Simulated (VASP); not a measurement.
A run of VASP 6.6.1:

File INCAR:

```
SYSTEM = TiTe2
PREC = Accurate
ENCUT = 520
EDIFF = 1E-6
ISMEAR = -1
SIGMA = 0.3
LREAL = .FALSE.
LASPH = .TRUE.
NELM = 100
ALGO = Normal
ISIF = 2
LWAVE = .FALSE.
LCHARG = .FALSE.
GGA = PS
NBANDS = 19
```

Contents of KPOINTS:

```
regular mesh
0
G
  10 10 5
  0 0 0
```

File POSCAR:

```
TiTe2
1.0
    3.8020139740      0.0000000000      0.0000000000
   -1.9010069870      3.2926406869      0.0000000000
    0.0000000000      0.0000000000      6.5410343667
Ti Te
1 2
Direct
    0.0000000000      0.0000000000      0.0000000000
    0.6666666667      0.3333333333      0.2628000000
    0.3333333333      0.6666666667      0.7372000000
```

Potentials or basis: VASP PAW PBE potentials, release 64 (Ti_sv, Te).

Command:

```console
$ cat potpaw_PBE.64/Ti_sv/POTCAR potpaw_PBE.64/Te/POTCAR > POTCAR
$ mpirun -np 1 vasp_std > vasp.out
```

Hardware: 1 thread of Intel(R) Xeon(R) Platinum 8559C (Emerald Rapids), with other jobs on the host.

Task: How long does it take, and how much memory?

Result: Wall time 52 s on 1 thread of Intel(R) Xeon(R) Platinum 8559C (Emerald Rapids) (shared host), peak memory 0.24 GiB. Counts: scf iterations 17, k points 58.
